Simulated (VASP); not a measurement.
Runs of VASP 6.6.1 on AlH6. The structure is that of space group Fm-3m (No. 225), or close to it. The cells are those of the table. 

```tsv
task	cell	k mesh	cutoff (eV)	gap on the mesh (eV)	pressure (GPa)
single point	a = 3.792 Å, angles 60.0°, 7 atoms	12 × 12 × 12	520	none	-0.2
relaxation of cell and atoms	relaxed from a = 3.790 Å, angles 60.0°, 7 atoms	12 × 12 × 12	600	none	0.0
single point	a = 3.790 Å, angles 60.0°, 7 atoms	6 × 6 × 6	520	none	-0.3
relaxation of cell and atoms	relaxed from a = 4.515 Å, angles 60.0°, 7 atoms	6 × 6 × 6	600	none	-0.9
single point	a = 4.515 Å, angles 60.0°, 7 atoms	6 × 6 × 6	520	none	(a)
```

Alike in all rows: level PBE; potentials or basis VASP PAW PBE potentials, release 64 (Al, H); no spin polarisation; smearing gaussian 0.1 eV.

Task: Fill in the values left out.

Result: (a) -19.0.

Caveats: the relaxation stopped at its first step, so nothing moved (some runs).

A gap of «none» marks levels without a gap at the run's occupations.
